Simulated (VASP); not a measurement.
# ZrN (Fm-3m) in VASP: a series of runs

The runs below take ZrN through electric field gradients, with LDA.

Program: VASP 6.6.1. These are calculated values, not measurements. Logs are shortened: lines on timing, memory, paths and dates and some standing lists are left out, and cuts for length are marked.

**1. The cell of the first run**

It takes space group Fm-3m (No. 225, cubic). Conventional cell: a = 4.538 Å, b = 4.538 Å, c = 4.538 Å, α = 90.00°, β = 90.00°, γ = 90.00°. Within 3.0 Å of Zr (site symmetry m-3m) lie 6 N at 2.27 Å. N (site symmetry m-3m) has 6 Zr at 2.27 Å within 3.0 Å.

**2. Electric field gradients, LDA (volume scaled by 0.98)**

INCAR reads:

```
SYSTEM = ZrN
ALGO = Normal ; EDIFF = 1E-8
ENCUT = 520 ; GGA = CA
GGA_COMPAT = .False. ; ISIF = 2
ISMEAR = -1 ; LASPH = .True.
LCHARG = .False. ; LEFG = .True.
LREAL = .False. ; LWAVE = .False.
NBANDS = 16 ; NELM = 120
PREC = Accurate ; SIGMA = 0.03
```

KPOINTS reads:

```
k-points
0
Gamma
  9 9 9
  0 0 0
```

POSCAR reads:

```
ZrN
1.0
    0.0000000000      2.2688991354      2.2688991354
    2.2688991354      0.0000000000      2.2688991354
    2.2688991354      2.2688991354      0.0000000000
Zr N
1 1
Direct
    0.0000000000      0.0000000000      0.0000000000
    0.5000000000      0.5000000000      0.5000000000
```

Potentials or basis: VASP PAW LDA potentials, release 64 (Zr_sv, N).

The run is started by

```bash
cat potpaw_LDA.64/Zr_sv/POTCAR potpaw_LDA.64/N/POTCAR > POTCAR
mpirun -np 1 vasp_std > vasp.out
```

OUTCAR:

```text
SYSTEM = ZrN
   EDIFF = 1E-8
   ENCUT = 520
   GGA = CA
   ISIF = 2
   ISMEAR = -1
   LASPH = .True.
   LREAL = .False.
   NELM = 120
   PREC = Accurate

 ion  position               nearest neighbor table
   1  0.000  0.000  0.000-   2 2.27   2 2.27   2 2.27   2 2.27   2 2.27   2 2.27
   2  0.500  0.500  0.500-   1 2.27   1 2.27   1 2.27   1 2.27   1 2.27   1 2.27

  LATTYP: Found a face centered cubic cell.
 ALAT       =     4.5377982708

  Lattice vectors:

 A1 = (   0.0000000000,   2.2688991354,   2.2688991354)
 A2 = (   2.2688991354,   0.0000000000,   2.2688991354)
 A3 = (   2.2688991354,   2.2688991354,   0.0000000000)

Analysis of symmetry for initial positions (statically):
=====================================================================
 Subroutine PRICEL returns:
 Original cell was already a primitive cell.

 Routine SETGRP: Setting up the symmetry group for a
 face centered cubic supercell.

 Subroutine GETGRP returns: Found 48 space group operations
 (whereof 48 operations were pure point group operations)
 out of a pool of 48 trial point group operations.

The static configuration has the point symmetry O_h .

Analysis of symmetry for dynamics (positions and initial velocities):
=====================================================================
 Subroutine PRICEL returns:
 Original cell was already a primitive cell.

 Routine SETGRP: Setting up the symmetry group for a
 face centered cubic supercell.

 Subroutine GETGRP returns: Found 48 space group operations
 (whereof 48 operations were pure point group operations)
 out of a pool of 48 trial point group operations.

The dynamic configuration has the point symmetry O_h .

 Subroutine INISYM returns: Found 48 space group operations
 (whereof 48 operations are pure point group operations),
 and found     1 'primitive' translations

----------------------------------------------------------------------------------------

                                     Primitive cell

  volume of cell :      23.3601

  direct lattice vectors                    reciprocal lattice vectors
     0.000000000  2.268899135  2.268899135    -0.220371189  0.220371189  0.220371189
     2.268899135  0.000000000  2.268899135     0.220371189 -0.220371189  0.220371189
     2.268899135  2.268899135  0.000000000     0.220371189  0.220371189 -0.220371189

  length of vectors
     3.208707929  3.208707929  3.208707929     0.381694096  0.381694096  0.381694096

  position of ions in fractional coordinates (direct lattice)
     0.000000000  0.000000000  0.000000000
     0.500000000  0.500000000  0.500000000

  ion indices of the primitive-cell ions
   primitive index   ion index
                 1           1
                 2           2

----------------------------------------------------------------------------------------

 KPOINTS: k-points

Automatic generation of k-mesh.
 Grid dimensions read from file:
 generate k-points for:    9    9    9

 Generating k-lattice:

  Cartesian coordinates                     Fractional coordinates (reciprocal lattice)
    -0.024485688  0.024485688  0.024485688     0.111111111  0.000000000  0.000000000
     0.024485688 -0.024485688  0.024485688     0.000000000  0.111111111  0.000000000
     0.024485688  0.024485688 -0.024485688     0.000000000  0.000000000  0.111111111

  Length of vectors
     0.042410455  0.042410455  0.042410455

  Shift w.r.t. Gamma in fractional coordinates (k-lattice)
     0.000000000  0.000000000  0.000000000

 Subroutine IBZKPT returns following result:
 ===========================================

 Found     35 irreducible k-points:

 Following reciprocal coordinates:
            Coordinates               Weight
  0.000000  0.000000  0.000000      1.000000
  0.111111  0.000000  0.000000      8.000000
  0.222222  0.000000  0.000000      8.000000
  0.333333  0.000000  0.000000      8.000000
  0.444444  0.000000  0.000000      8.000000
  0.111111  0.111111  0.000000      6.000000
[... 16 lines left out ...]
 -0.333333  0.333333  0.000000     12.000000
  0.444444  0.444444  0.000000      6.000000
 [... further k-points ...]
   k-points           NKPTS =     35   k-points in BZ     NKDIM =     35   number of bands    NBANDS=     16
   number of dos      NEDOS =    301   number of ions     NIONS =      2
   total plane-waves  NPLWV =  13824
   dimension x,y,z NGX =    24 NGY =   24 NGZ =   24
   dimension x,y,z NGXF=    48 NGYF=   48 NGZF=   48
   ions per type =               1   1
   NGX,Y,Z   is equivalent  to a cutoff of  12.43, 12.43, 12.43 a.u.
   NGXF,Y,Z  is equivalent  to a cutoff of  24.87, 24.87, 24.87 a.u.
 SYSTEM =  ZrN
   PREC   = accura    normal or accurate (medium, high low for compatibility)
   ISTART =      0    job   : 0-new  1-cont  2-samecut
   ICHARG =      2    charge: 1-file 2-atom 10-const
   ISPIN  =      1    spin polarized calculation?
   LNONCOLLINEAR =      F non collinear calculations
   LSORBIT =      F    spin-orbit coupling
   LASPH  =      T    aspherical Exc in radial PAW
   ENCUT  =  520.0 eV  38.22 Ry    6.18 a.u.   5.97  5.97  5.97*2*pi/ulx,y,z
   NELM   =    120;   NELMIN=  2; NELMDL= -5     # of ELM steps
   EDIFF  = 0.1E-07   stopping-criterion for ELM
   LREAL  =      F    real-space projection
   EDIFFG = 0.1E-06   stopping-criterion for IOM
   NSW    =      0    number of steps for IOM
   IBRION =     -1    ionic relax: 0-MD 1-quasi-New 2-CG
   NFREE  =      0    steps in history (QN), initial steepest desc. (CG)
   ISIF   =      2    stress and relaxation
   ISYM   =      2    0-nonsym 1-usesym 2-fastsym
   POTIM  = 0.5000    time-step for ionic-motion
   TEBEG  =    0.0;   TEEND  =   0.0 temperature during run
   PSTRESS=    0.0 pullay stress
   NELECT =      17.0000    total number of electrons
   NUPDOWN=      -1.0000    fix difference up-down
   EMIN   =  10.00;   EMAX   =-10.00  energy-range for DOS
   EFERMI =   0.00;   METHOD = LEGACY
   ISMEAR =    -1;   SIGMA  =   0.03  broadening in eV -4-tet -1-fermi 0-gaus
   EFERMI_NEDOS =   21; number of points for ismear=-14 and -15
   IALGO  =     38    algorithm
   IMIX   =      4    mixing-type and parameters
     AMIX     =   0.40;   BMIX     =  1.00
     AMIX_MAG =   1.60;   BMIX_MAG =  1.00
  volume/ion in A,a.u.               =      11.68        78.82
  Fermi-wavevector in a.u.,A,eV,Ry     =   1.472536  2.782690 29.502364  2.168363
  Thomas-Fermi vector in A             =   2.587539
   LORBIT       =      0    0 simple, 1 ext, 2 COOP (PROOUT), +10 PAW based schemes
   GGA     = CA    functional components
   LHFCALC =     F    Hartree Fock is set to
   AEXX    =    0.0000 exact exchange contribution
   IVDW    =     0    specifies the selected vdW correction
   LEPSILON=     F    determine dielectric tensor
   LRPA    =     F    only Hartree local field effects (RPA)
 non-spin polarized calculation
  energy-cutoff  :      520.00
  volume of cell :       23.36
 maximum number of plane-waves:       638
   NGX = 11   NGY = 11   NGZ = 11

 number of electron      16.9999998 magnetization

 Free energy of the ion-electron system (eV)
  ---------------------------------------------------
  ext. energy  EPLUGINS =         0.00000000
  ---------------------------------------------------
  free energy    TOTEN  =       -22.42361815 eV

  energy without entropy =      -22.41959811  energy(sigma->0) =      -22.42160813

 E-fermi :  12.0935     XC(G=0): -12.9410

 val. band max:       12.0628586070   @ k =   0.1111   0.0000   0.0000
 cond. band min:      12.1076508091   @ k =   0.4444   0.2222   0.1111
 fundamental gap:      0.0447922021
 Fermi energy:        12.0935471240

 k-point     1 :       0.0000    0.0000    0.0000
  band No.  band energies     occupation
      1     -37.0500      2.00000
      2     -14.7814      2.00000
      3     -14.7814      2.00000
      4     -14.7814      2.00000
      5      -4.0203      2.00000
      6       9.4673      2.00000
[... 8 lines left out ...]
     15      21.3651      0.00000
     16      35.3269      0.00000

 k-point     2 :       0.1111    0.0000    0.0000
  band No.  band energies     occupation
      1     -37.0307      2.00000
      2     -14.9547      2.00000
      3     -14.7939      2.00000
      4     -14.7939      2.00000
      5      -3.7494      2.00000
      6       8.5116      2.00000
[... 8 lines left out ...]
     15      22.2136      0.00000
     16      32.8478      0.00000

 k-point     3 :       0.2222    0.0000    0.0000
  band No.  band energies     occupation
      1     -36.9815      2.00000
      2     -15.3674      2.00000
      3     -14.8253      2.00000
      4     -14.8253      2.00000
      5      -3.0648      2.00000
      6       6.8470      2.00000
[... 8 lines left out ...]
     15      24.0784      0.00000
     16      30.2685      0.00000

 k-point     4 :       0.3333    0.0000    0.0000
  band No.  band energies     occupation
      1     -36.9248      2.00000
      2     -15.8000      2.00000
      3     -14.8604      2.00000
      4     -14.8604      2.00000
      5      -2.2573      2.00000
      6       5.3601      2.00000
[... 8 lines left out ...]
     15      24.9720      0.00000
     16      27.2140      0.00000

 k-point     5 :       0.4444    0.0000    0.0000
  band No.  band energies     occupation
      1     -36.8874      2.00000
      2     -16.0655      2.00000
      3     -14.8831      2.00000
      4     -14.8831      2.00000
      5      -1.6812      2.00000
      6       4.4517      2.00000
[... 8 lines left out ...]
     15      24.9329      0.00000
     16      24.9329      0.00000

 k-point     6 :       0.1111    0.1111    0.0000
  band No.  band energies     occupation
      1     -37.0243      2.00000
      2     -14.9457      2.00000
      3     -14.8298      2.00000
      4     -14.8298      2.00000
      5      -3.6845      2.00000
      6       7.8035      2.00000
[... 8 lines left out ...]
     15      22.4852      0.00000
     16      32.5550      0.00000
[... 267 lines left out ...]
 k-point    21 :       0.4444    0.3333    0.0000
  band No.  band energies     occupation
      1     -36.8533      2.00000
      2     -15.7426      2.00000
      3     -15.1897      2.00000
      4     -15.1203      2.00000
      5      -3.1513      2.00000
      6       6.8058      2.00000
[... 8 lines left out ...]
     15      23.9971      0.00000
     16      27.5018      0.00000

 k-point    22 :      -0.4444    0.3333    0.0000
  band No.  band energies     occupation
      1     -36.8363      2.00000
      2     -15.7291      2.00000
      3     -15.3892      2.00000
      4     -15.0925      2.00000
      5      -2.9323      2.00000
      6       6.6946      2.00000
[... 8 lines left out ...]
     15      23.2869      0.00000
     16      26.3196      0.00000

 k-point    23 :      -0.3333    0.3333    0.0000
  band No.  band energies     occupation
      1     -36.8416      2.00000
      2     -15.6475      2.00000
      3     -15.5349      2.00000
      4     -15.0161      2.00000
      5      -2.5567      2.00000
      6       5.8978      2.00000
[... 8 lines left out ...]
     15      23.6752      0.00000
     16      23.9972      0.00000

 k-point    24 :       0.4444    0.4444    0.0000
  band No.  band energies     occupation
      1     -36.8355      2.00000
      2     -15.8103      2.00000
      3     -15.1751      2.00000
      4     -15.1751      2.00000
      5      -3.4494      2.00000
      6       7.4332      2.00000
[... 8 lines left out ...]
     15      22.9493      0.00000
     16      28.1139      0.00000

 [... further k-points ...]

------------------------ aborting loop because EDIFF is reached ----------------------------------------

  FORCE on cell =-STRESS in cart. coord.  units (eV):
  Direction    XX          YY          ZZ          XY          YZ          ZX
  --------------------------------------------------------------------------------------
  -------------------------------------------------------------------------------------
  Total       -0.2433589     -0.2433589     -0.2433589      0.0000000      0.0000000      0.0000000
  in kB      -16.6909929    -16.6909929    -16.6909929      0.0000000      0.0000000      0.0000000
  external PRESSURE =     -16.6909929 kB  Pullay stress =       0.0000000 kB

 VOLUME and BASIS-vectors are now :
 -----------------------------------------------------------------------------
  energy-cutoff  :      520.00
  volume of cell :       23.36
      direct lattice vectors                 reciprocal lattice vectors
     0.000000000  2.268899135  2.268899135    -0.220371189  0.220371189  0.220371189
     2.268899135  0.000000000  2.268899135     0.220371189 -0.220371189  0.220371189
     2.268899135  2.268899135  0.000000000     0.220371189  0.220371189 -0.220371189

 POSITION                                       TOTAL-FORCE (eV/Angst)
 -----------------------------------------------------------------------------------
      0.00000      0.00000      0.00000         0.000000      0.000000      0.000000
      2.26890      2.26890      2.26890         0.000000      0.000000      0.000000
 -----------------------------------------------------------------------------------
    total drift:                                0.000000     -0.000000     -0.000000

  FREE ENERGIE OF THE ION-ELECTRON SYSTEM (eV)
  ---------------------------------------------------
  free  energy   TOTEN  =       -22.4236181540 eV

  energy  without entropy=      -22.4195981114  energy(sigma->0) =      -22.42160813

 Electric field gradients (V/A^2)
---------------------------------------------------------------------
 ion       V_xx      V_yy      V_zz      V_xy      V_xz      V_yz
---------------------------------------------------------------------
   1      -0.000     0.000    -0.000    -0.000    -0.000    -0.000
   2       0.000     0.000     0.000    -0.001    -0.001    -0.001
---------------------------------------------------------------------

 Electric field gradients after diagonalization (V/A^2)
 (convention: |V_zz| > |V_xx| > |V_yy|)
----------------------------------------------------------------------
 ion       V_xx      V_yy      V_zz     asymmetry (V_yy - V_xx)/ V_zz
----------------------------------------------------------------------
   1       0.000     0.000    -0.000       0.000
   2       0.001     0.001    -0.001       0.000
----------------------------------------------------------------------

           NMR quadrupolar parameters

 Cq : quadrupolar parameter    Cq=e*Q*V_zz/h
 eta: asymmetry parameters     (V_yy - V_xx)/ V_zz
 Q  : nuclear electric quadrupole moment in mb (millibarn)
----------------------------------------------------------------------
 ion       Cq(MHz)       eta       Q (mb)
----------------------------------------------------------------------
   1      -0.000       0.000       1.000
   2      -0.000       0.000       1.000
----------------------------------------------------------------------
```

Wall time 20 s (1 thread of Intel Xeon 8259CL, shared host); peak memory 0.13 GiB.

What came out:

```
Free energy : -22.4236 eV
Pressure    : -1.7 GPa
```

Caveat: without QUAD_EFG the Cq values of the log hold for a quadrupole moment of 1 mb, not for the nuclei.

[end of part 1 of 2]
